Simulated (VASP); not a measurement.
Runs of VASP 6.6.1 on Sn. The structure is that of space group Fd-3m (No. 227), or close to it. The cells are those of the table. 

| task | level | spin | cell | k mesh | cutoff (eV) | smearing | grid for exact exchange (PRECFOCK) | share of exact exchange | screening parameter | gap on the mesh (eV) | pressure (GPa) | relaxed volume (Å³/atom) |
| --- | --- | --- | --- | --- | --- | --- | --- | --- | --- | --- | --- | --- |
| single point | PBE | off | a = 4.542 Å, angles 60.0°, 2 atoms | 7 × 7 × 7 | 520 | fermi-dirac 0.05 eV | - | - | - | none | 4.9 | - |
| relaxation of cell and atoms | revPBE+D4 | off | relaxed from a = 4.573 Å, angles 60.0°, 2 atoms | 7 × 7 × 7 | 600 | fermi-dirac 0.05 eV | - | - | - | none | 0.0 | 35.41 |
| single point | PBEsol | collinear, antiferromagnetic start | a = 4.573 Å, angles 60.0°, 2 atoms | 7 × 7 × 7 | 520 | methfessel-paxton 0.025 eV | - | - | - | none | 1.5 | - |
| relaxation of cell and atoms | RPBE+D3(BJ) | off | relaxed from a = 4.573 Å, angles 60.0°, 2 atoms | 7 × 7 × 7 | 600 | fermi-dirac 0.05 eV | - | - | - | none | 0.0 | (a) |
| single point | PBE-based screened hybrid | off | a = 4.573 Å, angles 60.0°, 2 atoms | 4 × 4 × 4 | 520 | fermi-dirac 0.05 eV | Normal | 0.25 | 0.3 1/Å | none | 2.7 | - |
| single point | revPBE+D3(BJ) | off | a = 4.635 Å, angles 60.0°, 2 atoms | 7 × 7 × 7 | 520 | fermi-dirac 0.05 eV | - | - | - | none | 0.0 | - |
| single point | PBE | off | a = 4.573 Å, angles 60.0°, 2 atoms | 5 × 5 × 5 | 500 | fermi-dirac 0.03 eV | - | - | - | none | (b) | - |
| single point | BLYP | off | a = 4.662 Å, angles 60.0°, 2 atoms | 7 × 7 × 7 | 520 | fermi-dirac 0.05 eV | - | - | - | none | 3.5 | - |

Alike in all rows: potentials or basis VASP PAW PBE potentials, release 64 (Sn_d).

Task: Estimate the missing entries.

Result: (a) 31.75; (b) 4.0.

Caveats: some runs use coarse meshes; spin-orbit coupling is left out, which moves the levels of the heavy elements; the PAW data sets were made with another functional, which shifts forces and pressure a little (some runs); pairwise dispersion overbinds metals, which lowers pressure and volume (some runs).

A k mesh can miss the band edges, and the runs leave out spin-orbit coupling on Sn.

A gap of «none» marks levels without a gap at the run's occupations.
